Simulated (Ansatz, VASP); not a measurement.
Two plane-wave programs on C

```
CELL_PARAMETERS angstrom
0.00000 1.42317 -3.36139
-2.46500 0.00000 0.00000
1.84875 12.55314 3.76866
ATOMIC_POSITIONS crystal
C 0.43322 0.09034 0.65379
C 0.75658 0.63770 0.05027
C 0.92574 0.25086 0.20115
C 0.09490 0.86402 0.35203
C 0.26406 0.47718 0.50291
C 0.81258 0.17546 0.10061
C 0.98174 0.78861 0.25149
C 0.15090 0.40177 0.40237
C 0.32006 0.01493 0.55324
C 0.48922 0.62809 0.70412
```

Alike in both runs: task single point; functional PBE; dispersion D3(BJ); k mesh 7 × 11 × 3; occupations gaussian, width 0.05 eV; no spin polarisation.

```csv
,VASP,Ansatz
version,VASP 6.6.1,Ansatz 0.2.0
potentials or method,"VASP PAW PBE potentials, release 64 (C), cutoff 520 eV","scalar-relativistic, plane waves, PAW"
valence electrons in the cell,40,40
```

```csv
,VASP,Ansatz,Ansatz less VASP
gap on the k mesh at the Fermi level (eV),none,none,-
pressure (GPa),0.0,-0.4,-0.32
"traceless stress, the component that is largest in VASP (GPa)",0.38,0.15,-0.231
rms of the force components (eV/Å),0.828,0.834,+0.0059
```

Atom by atom the forces differ by 0.012 eV/Å (rms over components). A gap of «none» marks a metal or a gap that the smearing closes.
